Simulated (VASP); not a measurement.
# TiPt3 (P4/mmm) in VASP: a series of runs

TiPt3 is run at these levels: PBEsol; tasks: electric field gradients.

Program: VASP 6.6.1. These are calculated values, not measurements. Logs are shortened: lines on timing, memory, paths and dates and some standing lists are left out, and cuts for length are marked.

### 1 The cell of the first run

The structure is tetragonal, space group P4/mmm (No. 123). The conventional cell has a = 3.897 Å, b = 3.897 Å, c = 3.936 Å, α = 90.00°, β = 90.00°, γ = 90.00°. Within 3.6 Å of Ti (site symmetry 4/mmm) lie 12 Pt at 2.76 to 2.77 Å. Pt (site symmetry mmm) has 8 Pt at 2.76 to 2.77 Å and 4 Ti at 2.77 Å within 3.6 Å. Within 3.6 Å of Pt (site symmetry 4/mmm) lie 4 Ti at 2.76 Å and 8 Pt at 2.77 Å.

### 2 Electric field gradients, PBEsol (zz strain of +1 %)

INCAR reads:

```
ALGO = Normal
EDIFF = 1E-8
ENCUT = 520
GGA = PS
ISIF = 2
ISMEAR = -1
LASPH = True
LCHARG = False
LEFG = True
LREAL = False
LWAVE = False
NBANDS = 29
NELM = 80
PREC = Accurate
SIGMA = 0.05
```

KPOINTS reads:

```
k-points
0
Gamma
  9 9 9
```

POSCAR reads:

```
TiPt3
1.0
    3.8970000000      0.0000000000      0.0000000000
    0.0000000000      3.8970000000      0.0000000000
    0.0000000000      0.0000000000      3.9359700000
Ti Pt
1 3
Direct
    0.0000000000      0.0000000000      0.0000000000
    0.0000000000      0.5000000000      0.5000000000
    0.5000000000      0.0000000000      0.5000000000
    0.5000000000      0.5000000000      0.0000000000
```

Potentials or basis: VASP PAW PBE potentials, release 64 (Ti_sv, Pt).

Launch:

```sh
$ cat potpaw_PBE.64/Ti_sv/POTCAR potpaw_PBE.64/Pt/POTCAR > POTCAR
$ mpirun -np 1 vasp_std > vasp.out
```

OUTCAR:

```text
EDIFF = 1E-8
   ENCUT = 520
   GGA = PS
   ISIF = 2
   ISMEAR = -1
   LASPH = True
   LREAL = False
   NELM = 80
   PREC = Accurate

 ion  position               nearest neighbor table
   1  0.000  0.000  0.000-   4 2.76   4 2.76   4 2.76   4 2.76   3 2.77   2 2.77   3 2.77   2 2.77
                             3 2.77   2 2.77   3 2.77   2 2.77
   2  0.000  0.500  0.500-   3 2.76   3 2.76   3 2.76   3 2.76   4 2.77   1 2.77   1 2.77   1 2.77
                             4 2.77   4 2.77   4 2.77   1 2.77
   3  0.500  0.000  0.500-   2 2.76   2 2.76   2 2.76   2 2.76   4 2.77   1 2.77   4 2.77   4 2.77
                             1 2.77   4 2.77   1 2.77   1 2.77
   4  0.500  0.500  0.000-   1 2.76   1 2.76   1 2.76   1 2.76   3 2.77   2 2.77   3 2.77   3 2.77
                             3 2.77   2 2.77   2 2.77   2 2.77

  LATTYP: Found a simple tetragonal cell.
 ALAT       =     3.8970000000
 C/A-ratio  =     1.0100000000

  Lattice vectors:

 A1 = (   3.8970000000,   0.0000000000,   0.0000000000)
 A2 = (   0.0000000000,   3.8970000000,   0.0000000000)
 A3 = (   0.0000000000,   0.0000000000,   3.9359700000)

Analysis of symmetry for initial positions (statically):
=====================================================================
 Subroutine PRICEL returns:
 Original cell was already a primitive cell.

 Routine SETGRP: Setting up the symmetry group for a
 simple tetragonal supercell.

 Subroutine GETGRP returns: Found 16 space group operations
 (whereof 16 operations were pure point group operations)
 out of a pool of 16 trial point group operations.

The static configuration has the point symmetry D_4h.

Analysis of symmetry for dynamics (positions and initial velocities):
=====================================================================
 Subroutine PRICEL returns:
 Original cell was already a primitive cell.

 Routine SETGRP: Setting up the symmetry group for a
 simple tetragonal supercell.

 Subroutine GETGRP returns: Found 16 space group operations
 (whereof 16 operations were pure point group operations)
 out of a pool of 16 trial point group operations.

The dynamic configuration has the point symmetry D_4h.

 Subroutine INISYM returns: Found 16 space group operations
 (whereof 16 operations are pure point group operations),
 and found     1 'primitive' translations

----------------------------------------------------------------------------------------

[... 147 lines left out ...]
 cond. band min:      11.5356691882   @ k =   0.3333   0.0000   0.0000
 fundamental gap:      0.0012014417
 Fermi energy:        11.5345257680

 k-point     1 :       0.0000    0.0000    0.0000
  band No.  band energies     occupation
      1     -46.4279      2.00000
      2     -22.7471      2.00000
      3     -22.7443      2.00000
      4     -22.7443      2.00000
      5       1.3362      2.00000
      6       4.1792      2.00000
[... 757 lines left out ...]
     28      17.9059      0.00000
     29      18.4614      0.00000

 [... further k-points ...]

------------------------ aborting loop because EDIFF is reached ----------------------------------------

  FORCE on cell =-STRESS in cart. coord.  units (eV):
  Direction    XX          YY          ZZ          XY          YZ          ZX
  --------------------------------------------------------------------------------------
  -------------------------------------------------------------------------------------
  Total       -0.6531777     -0.6531777     -1.3121373      0.0000000      0.0000000     -0.0000000
  in kB      -17.5077089    -17.5077089    -35.1703978      0.0000000      0.0000000     -0.0000000
  external PRESSURE =     -23.3952718 kB  Pullay stress =       0.0000000 kB

 VOLUME and BASIS-vectors are now :
 -----------------------------------------------------------------------------
  energy-cutoff  :      520.00
  volume of cell :       59.77
      direct lattice vectors                 reciprocal lattice vectors
     3.897000000  0.000000000  0.000000000     0.256607647  0.000000000  0.000000000
     0.000000000  3.897000000  0.000000000     0.000000000  0.256607647  0.000000000
     0.000000000  0.000000000  3.935970000     0.000000000  0.000000000  0.254066977

 POSITION                                       TOTAL-FORCE (eV/Angst)
 -----------------------------------------------------------------------------------
      0.00000      0.00000      0.00000         0.000000      0.000000      0.000000
      0.00000      1.94850      1.96799         0.000000      0.000000      0.000000
      1.94850      0.00000      1.96799         0.000000      0.000000      0.000000
      1.94850      1.94850      0.00000         0.000000      0.000000      0.000000
 -----------------------------------------------------------------------------------
    total drift:                                0.000000      0.000000     -0.000000

  FREE ENERGIE OF THE ION-ELECTRON SYSTEM (eV)
  ---------------------------------------------------
  free  energy   TOTEN  =       -32.7590443180 eV

  energy  without entropy=      -32.7471583479  energy(sigma->0) =      -32.75310133

 Electric field gradients (V/A^2)
---------------------------------------------------------------------
 ion       V_xx      V_yy      V_zz      V_xy      V_xz      V_yz
---------------------------------------------------------------------
   1      -0.318    -0.318     0.635     0.000     0.000    -0.000
   2     -66.501    28.151    38.350     0.000     0.000    -0.000
   3      28.151   -66.501    38.350     0.000    -0.000    -0.000
   4      32.972    32.972   -65.944     0.000    -0.000     0.000
---------------------------------------------------------------------

 Electric field gradients after diagonalization (V/A^2)
 (convention: |V_zz| > |V_xx| > |V_yy|)
----------------------------------------------------------------------
 ion       V_xx      V_yy      V_zz     asymmetry (V_yy - V_xx)/ V_zz
----------------------------------------------------------------------
   1      -0.318    -0.318     0.635       0.000
   2      38.350    28.151   -66.501       0.153
   3      38.350    28.151   -66.501       0.153
   4      32.972    32.972   -65.944       0.000
----------------------------------------------------------------------

           NMR quadrupolar parameters

 Cq : quadrupolar parameter    Cq=e*Q*V_zz/h
 eta: asymmetry parameters     (V_yy - V_xx)/ V_zz
 Q  : nuclear electric quadrupole moment in mb (millibarn)
----------------------------------------------------------------------
 ion       Cq(MHz)       eta       Q (mb)
----------------------------------------------------------------------
   1       0.002       0.000       1.000
   2      -0.161       0.153       1.000
   3      -0.161       0.153       1.000
   4      -0.159       0.000       1.000
----------------------------------------------------------------------
```

Wall time 2.9 min (1 thread of Intel Xeon Platinum 8259CL at 2.50GHz (Skylake/Cascade Lake), shared host); peak memory 0.25 GiB.

What came out:

| Item | Value |
| --- | --- |
| Free energy | -32.7590 eV |
| Pressure | -2.3 GPa |
| Band gap on the k mesh | zero (bands 21 and 22 overlap by 1.53 eV) |
| Largest electric field gradient by atom | Ti +0.6; Pt -66.5, -65.9 (each value once) V/Å² |

Levels at points of the mesh, in eV from the Fermi level:
| k point | band 19 | band 20 | band 21 | band 22 | band 23 | band 24 |
| --- | --- | --- | --- | --- | --- | --- |
| (0.00, 0.00, 0.00) | 0.00 | 0.09 | 1.36 | 1.39 | 1.40 | 1.60 |

Electric field gradients, principal values (V/Å²):
| atom | least | middle | greatest (by size) |
| --- | --- | --- | --- |
| 1 Ti | -0.318 | -0.318 | 0.635 |
| 2 Pt | 28.151 | 38.350 | -66.501 |
| 3 Pt | 28.151 | 38.350 | -66.501 |
| 4 Pt | 32.972 | 32.972 | -65.944 |

Caveat: the cell differs from its parent crystal (zz strain of +1 %); without QUAD_EFG the Cq values of the log hold for a quadrupole moment of 1 mb, not for the nuclei; the PAW data sets were made with another functional, which shifts forces and pressure a little; spin-orbit coupling is left out, which moves the levels of the heavy elements.

### 3 Electric field gradients, PBEsol (zz strain of +1 %)

INCAR reads:

```
SYSTEM = TiPt3
  PREC = Accurate
  ENCUT = 520
  EDIFF = 1E-8
  ISMEAR = -1
  SIGMA = 0.05
  LREAL = .FALSE.
  LASPH = .TRUE.
  NELM = 80
  ALGO = Normal
  ISIF = 2
  LWAVE = .FALSE.
  LCHARG = .FALSE.
  GGA = PS
  LEFG = .TRUE.
  NBANDS = 29
```

KPOINTS reads:

```
Automatic mesh
0
G
  9 9 9
  0 0 0
```

POSCAR is that of step 2.

Potentials or basis: VASP PAW PBE potentials, release 64 (Ti_sv, Pt).

Launch:

```sh
$ cat potpaw_PBE.64/Ti_sv/POTCAR potpaw_PBE.64/Pt/POTCAR > POTCAR
$ mpirun -np 1 vasp_std > vasp.out
```

OUTCAR:

```text
SYSTEM = TiPt3
   PREC = Accurate
   ENCUT = 520
   EDIFF = 1E-8
   ISMEAR = -1
   LREAL = .FALSE.
   LASPH = .TRUE.
   NELM = 80
   ISIF = 2
   GGA = PS

 ion  position               nearest neighbor table
   1  0.000  0.000  0.000-   4 2.76   4 2.76   4 2.76   4 2.76   3 2.77   2 2.77   3 2.77   2 2.77
                             3 2.77   2 2.77   3 2.77   2 2.77
   2  0.000  0.500  0.500-   3 2.76   3 2.76   3 2.76   3 2.76   4 2.77   1 2.77   1 2.77   1 2.77
                             4 2.77   4 2.77   4 2.77   1 2.77
   3  0.500  0.000  0.500-   2 2.76   2 2.76   2 2.76   2 2.76   4 2.77   1 2.77   4 2.77   4 2.77
                             1 2.77   4 2.77   1 2.77   1 2.77
   4  0.500  0.500  0.000-   1 2.76   1 2.76   1 2.76   1 2.76   3 2.77   2 2.77   3 2.77   3 2.77
                             3 2.77   2 2.77   2 2.77   2 2.77

  LATTYP: Found a simple tetragonal cell.
 ALAT       =     3.8970000000
 C/A-ratio  =     1.0100000000

  Lattice vectors:

 A1 = (   3.8970000000,   0.0000000000,   0.0000000000)
 A2 = (   0.0000000000,   3.8970000000,   0.0000000000)
 A3 = (   0.0000000000,   0.0000000000,   3.9359700000)

[... 977 lines left out ...]
      0.00000      1.94850      1.96799         0.000000      0.000000      0.000000
      1.94850      0.00000      1.96799         0.000000      0.000000      0.000000
      1.94850      1.94850      0.00000         0.000000      0.000000      0.000000
 -----------------------------------------------------------------------------------
    total drift:                                0.000000      0.000000     -0.000000

  FREE ENERGIE OF THE ION-ELECTRON SYSTEM (eV)
  ---------------------------------------------------
  free  energy   TOTEN  =       -32.7590443180 eV

  energy  without entropy=      -32.7471583479  energy(sigma->0) =      -32.75310133

 Electric field gradients (V/A^2)
---------------------------------------------------------------------
 ion       V_xx      V_yy      V_zz      V_xy      V_xz      V_yz
---------------------------------------------------------------------
   1      -0.318    -0.318     0.635     0.000     0.000    -0.000
   2     -66.501    28.151    38.350     0.000     0.000    -0.000
   3      28.151   -66.501    38.350     0.000    -0.000    -0.000
   4      32.972    32.972   -65.944     0.000    -0.000     0.000
---------------------------------------------------------------------

 Electric field gradients after diagonalization (V/A^2)
 (convention: |V_zz| > |V_xx| > |V_yy|)
----------------------------------------------------------------------
 ion       V_xx      V_yy      V_zz     asymmetry (V_yy - V_xx)/ V_zz
----------------------------------------------------------------------
   1      -0.318    -0.318     0.635       0.000
   2      38.350    28.151   -66.501       0.153
   3      38.350    28.151   -66.501       0.153
   4      32.972    32.972   -65.944       0.000
----------------------------------------------------------------------

           NMR quadrupolar parameters

 Cq : quadrupolar parameter    Cq=e*Q*V_zz/h
 eta: asymmetry parameters     (V_yy - V_xx)/ V_zz
 Q  : nuclear electric quadrupole moment in mb (millibarn)
----------------------------------------------------------------------
 ion       Cq(MHz)       eta       Q (mb)
----------------------------------------------------------------------
   1       0.002       0.000       1.000
   2      -0.161       0.153       1.000
   3      -0.161       0.153       1.000
   4      -0.159       0.000       1.000
----------------------------------------------------------------------
```

stdout:

```text
POSCAR found type information on POSCAR TiPt
 POSCAR found :  2 types and       4 ions
 scaLAPACK will be used
 -----------------------------------------------------------------------------
|                                                                             |
|                                                                             |
|     You enforced a specific xc type in the INCAR file but a different       |
|     I HOPE YOU KNOW WHAT YOU ARE DOING!                                     |
|                                                                             |
 -----------------------------------------------------------------------------

 LDA part: xc-table for (Slater+PW92), standard interpolation
 POSCAR, INCAR and KPOINTS ok, starting setup
 FFT: planning ... GRIDC
 FFT: planning ... GRID_SOFT
 FFT: planning ... GRID
 WAVECAR not read
 entering main loop
ion   1

ion   2

ion   3

ion   4
```

Run time: 2.7 min. Hardware: 1 thread of Intel Xeon Platinum 8259CL at 2.50GHz (Skylake/Cascade Lake), shared host; peak memory 0.25 GiB.

Results:

| Item | Value |
| --- | --- |
| Free energy | -32.7590 eV |
| Pressure | -2.3 GPa |
| Band gap on the k mesh | zero (bands 21 and 22 overlap by 1.53 eV) |
| Largest electric field gradient by atom | Ti +0.6; Pt -66.5, -65.9 (each value once) V/Å² |

Levels at points of the mesh, in eV from the Fermi level:
```tsv
k point	band 18	band 19	band 20	band 21	band 22	band 23	band 24	band 25
(0.00, 0.00, 0.00)	0.00	0.00	0.09	1.36	1.39	1.40	1.60	1.60
```

Electric field gradients, principal values (V/Å²):
| atom | least | middle | greatest (by size) |
| --- | --- | --- | --- |
| 1 Ti | -0.318 | -0.318 | 0.635 |
| 2 Pt | 28.151 | 38.350 | -66.501 |
| 3 Pt | 28.151 | 38.350 | -66.501 |
| 4 Pt | 32.972 | 32.972 | -65.944 |

Caveat: the cell differs from its parent crystal (zz strain of +1 %); without QUAD_EFG the Cq values of the log hold for a quadrupole moment of 1 mb, not for the nuclei; the PAW data sets were made with another functional, which shifts forces and pressure a little; spin-orbit coupling is left out, which moves the levels of the heavy elements.
